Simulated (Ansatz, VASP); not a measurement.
# KI in VASP and in Ansatz

```
K I
1.0
     4.17357    0.00000    0.00000
     0.00000    4.17357    0.00000
     0.00000    0.00000    4.17357
K I
1 1
Direct
  0.00000 0.00000 0.00000
  0.50000 0.50000 0.50000
```

Alike in both runs: task single point; functional PBEsol; k mesh 6 × 6 × 6; no spin polarisation.

|  | VASP | Ansatz |
| --- | --- | --- |
| version | VASP 6.6.1 | Ansatz 0.2.0 |
| potentials or method | VASP PAW PBE potentials, release 64 (K_sv, I), cutoff 520 eV | plane waves, PAW |
| occupations | gaussian, width 0.01 eV | fixed |
| valence electrons in the cell | 16 | 26 |

```tsv
	VASP	Ansatz	Ansatz less VASP
pressure (GPa)	0.7	0.6	-0.05
```

VASP's potentials were made for PBE, not for PBEsol. VASP's potentials hold 16 valence electrons a cell and Ansatz's 26, so a difference there can come from the potentials and not from the codes.

Neither program's run includes spin-orbit coupling.
